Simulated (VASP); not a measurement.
Hf3S5:

```
Hf S
1.0
     0.00000    4.56835    4.56835
     4.56835    0.00000    4.56835
     4.56835    4.56835    0.00000
Hf S
3 5
Direct
  0.50000 0.50000 0.50000
  0.25000 0.25000 0.25000
  0.75000 0.75000 0.75000
  0.12056 0.12056 0.12056
  0.12056 0.12056 0.63831
  0.12056 0.63831 0.12056
  0.63831 0.12056 0.12056
  0.00000 0.00000 0.00000
```

The cell was generated, and may not be a known phase.

- Program: VASP 6.6.1
- Task: relaxation of cell and atoms
- Functional: PBE
- Potentials or basis: VASP PAW PBE potentials, release 64 (Hf_pv, S)
- Cutoff: 600 eV
- k mesh: 3 × 3 × 3
- Occupations: gaussian, width 0.2 eV
- Spin: no spin polarisation

At the start: pressure 23.0 GPa; volume 23.84 Å³/atom.

Question: Where does the relaxation end?

Answer: Over 7 steps the energy falls by 627.6 meV/atom and the volume is 35.49 Å³/atom (+48.9 %); space group F-43m (No. 216, to 0.1 Å) before and after.

Step by step:
| step | energy change (eV) | largest force (eV/Å) | pressure (GPa) | volume (Å³) |
| --- | --- | --- | --- | --- |
| 1 | 0.0000 | 3.7831 | 22.97 | 190.68 |
| 2 | -2.8015 | 4.0895 | -1.71 | 301.38 |
| 3 | -3.8088 | 3.2277 | 3.51 | 249.06 |
| 4 | -4.9822 | 0.6096 | -0.70 | 288.69 |
| 5 | -4.9858 | 0.5097 | -0.85 | 290.96 |
| 6 | -5.0191 | 0.0856 | 0.28 | 282.31 |
| 7 | -5.0211 | 0.0366 | 0.05 | 283.94 |

Final structure:
```
CELL_PARAMETERS angstrom
0.00000 5.21671 5.21671
5.21671 0.00000 5.21671
5.21671 5.21671 0.00000
ATOMIC_POSITIONS crystal
Hf 0.50000 0.50000 0.50000
Hf 0.25000 0.25000 0.25000
Hf 0.75000 0.75000 0.75000
S 0.12146 0.12146 0.12146
S 0.12146 0.12146 0.63561
S 0.12146 0.63561 0.12146
S 0.63561 0.12146 0.12146
S 0.00000 0.00000 0.00000
```

Caveat: the k points lie up to 0.35 Å⁻¹ apart in the final cell; the volume moved by over 15 % at a fixed basis, so the end points are rough; the relaxation stopped at a loose force limit of 0.08 eV/Å, so its end isn't a converged minimum.
